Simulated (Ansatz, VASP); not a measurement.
# AlN: VASP beside Ansatz

INCAR

```
SYSTEM = AlN
PREC     = Accurate       ! precision mode
ENCUT    = 600            ! plane-wave cutoff, eV
EDIFF    = 1E-6           ! SCF threshold, eV
ISMEAR   = 0              ! smearing method
SIGMA    = 0.02           ! smearing width, eV
LREAL    = .FALSE.        ! projectors in reciprocal space
LASPH    = .TRUE.         ! aspherical terms in the spheres
NELM     = 120            ! most SCF steps
ALGO     = Normal         ! electronic algorithm
ISIF     = 2              ! what is computed and relaxed
LWAVE    = .FALSE.        ! write WAVECAR
LCHARG   = .FALSE.        ! write CHGCAR
NBANDS   = 11             ! bands
GGA_COMPAT= .FALSE.
```

Contents of KPOINTS:

```
regular mesh
0
G
  10 10 10
  0 0 0
```

Contents of POSCAR:

```
AlN
1.0
    0.0000000000      2.1711439908      2.1711439908
    2.1711439908      0.0000000000      2.1711439908
    2.1711439908      2.1711439908      0.0000000000
Al N
1 1
Direct
    0.0000000000      0.0000000000      0.0000000000
    0.2500000000      0.2500000000      0.2500000000
```

Input for Ansatz:

```yaml
crystal:
  lattice:
    - [0.0, 2.1711439908, 2.1711439908]
    - [2.1711439908, 0.0, 2.1711439908]
    - [2.1711439908, 2.1711439908, 0.0]
  atoms:
    - { symbol: Al, position: [0.0, 0.0, 0.0] }
    - { symbol: "N", position: [0.25, 0.25, 0.25] }
basis:
  ecutwfc: 420
kpoints:
  mp_grid: { grid: [10, 10, 10] }
  band_path:
    path:
      - [[0.0, 0.0, 0.0], [-0.5, -0.5, 0.0], [-0.375, -0.375, 0.25]]
      - [[-0.375, 0.0, 0.375], [0.0, 0.0, 0.0], [0.0, 0.0, 0.5], [-0.5, -0.25, 0.25], [-0.5, -0.5, 0.0]]
    npoints: 10
hamiltonian:
  xc: lda
  pseudopotentials: { kind: paw }
scf:
  occupations: { method: gaussian, width: 0.02 }
  n_extra_bands: 7
output:
  forces: true
  stress: true
  eigenvalues: true
  write_density: true
  write_potential: true
  elf: true
  volumetric_format: npy
```

Alike in both runs: task single point; functional LDA; k mesh 10 × 10 × 10; occupations gaussian, width 0.02 eV; no spin polarisation.

|  | VASP | Ansatz |
| --- | --- | --- |
| version | VASP 6.6.1 | Ansatz 0.2.0 |
| potentials or method | VASP PAW LDA potentials, release 64 (Al, N), cutoff 600 eV | scalar-relativistic, plane waves, PAW |
| valence electrons in the cell | 8 | 8 |

|  | VASP | Ansatz | Ansatz less VASP |
| --- | --- | --- | --- |
| gap on the k mesh at the Fermi level (eV) | 3.23 | 3.25 | +0.021 |
| least direct gap on the mesh (eV) | 4.39 | 4.39 | -0.006 |
| pressure (GPa) | 0.5 | 0.0 | -0.54 |

LDA's correlation is that of Perdew and Zunger in VASP and of Perdew and Wang (1992) in Ansatz.
